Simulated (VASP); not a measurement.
Wanted: the native input for a VASP 6.6.1 run.

```yaml
Task: single point
Functional: PBE
Potentials_or_basis: VASP PAW PBE potentials, release 64 (W_sv)
Cutoff: 520 eV
k_mesh: 8 × 8 × 8
Occupations: gaussian, width 0.1 eV
Spin: no spin polarisation
Dipole_correction: no
Further_INCAR_settings: ALGO = Fast; EDIFF = 1e-06; NBANDS = 66
```

The structure of W lies in POSCAR:

```
W
1.0
    5.0786333586      0.0000000000      0.0000000000
    0.0000000000      5.0786333586      0.0000000000
    0.0000000000      0.0000000000      5.0786333586
W
8
Direct
    0.2500000000      0.0000000000      0.5000000000
    0.7500000000      0.0000000000      0.5000000000
    0.0000000000      0.5000000000      0.2500000000
    0.0000000000      0.5000000000      0.7500000000
    0.5000000000      0.7500000000      0.0000000000
    0.5000000000      0.2500000000      0.0000000000
    0.0000000000      0.0000000000      0.0000000000
    0.5000000000      0.5000000000      0.5000000000
```

These files were run (other wordings do the same):

INCAR

```
SYSTEM = W
ALGO     = Fast           ! electronic algorithm
EDIFF    = 1E-6           ! SCF threshold, eV
ENCUT    = 520            ! plane-wave cutoff, eV
GGA      = PE             ! functional
ISIF     = 2              ! what is computed and relaxed
ISMEAR   = 0              ! smearing method
LASPH    = .TRUE.         ! aspherical terms in the spheres
LCHARG   = .FALSE.        ! write CHGCAR
LREAL    = .FALSE.        ! projectors in reciprocal space
LWAVE    = .FALSE.        ! write WAVECAR
NBANDS   = 66             ! bands
NELM     = 80             ! most SCF steps
PREC     = Accurate       ! precision mode
SIGMA    = 0.1            ! smearing width, eV
```

KPOINTS

```
k-points
0
G
  8 8 8
  0 0 0
```

Potentials or basis: VASP PAW PBE potentials, release 64 (W_sv).

The run is started by

```sh
$ cat potpaw_PBE.64/W_sv/POTCAR > POTCAR
$ mpirun -np 1 vasp_std > vasp.out
```

It gave:

```yaml
Pressure: 0.6 GPa
Band_gap_on_the_k_mesh: zero (bands 56 and 57 overlap by 0.81 eV)
```

Caveat: spin-orbit coupling is left out, which moves the levels of the heavy elements.

Run time: 4.6 min on 1 thread of Intel(R) Xeon(R) Platinum 8259CL CPU @ 2.50GHz (Skylake/Cascade Lake), with other jobs on the host, peak memory 0.36 GiB.
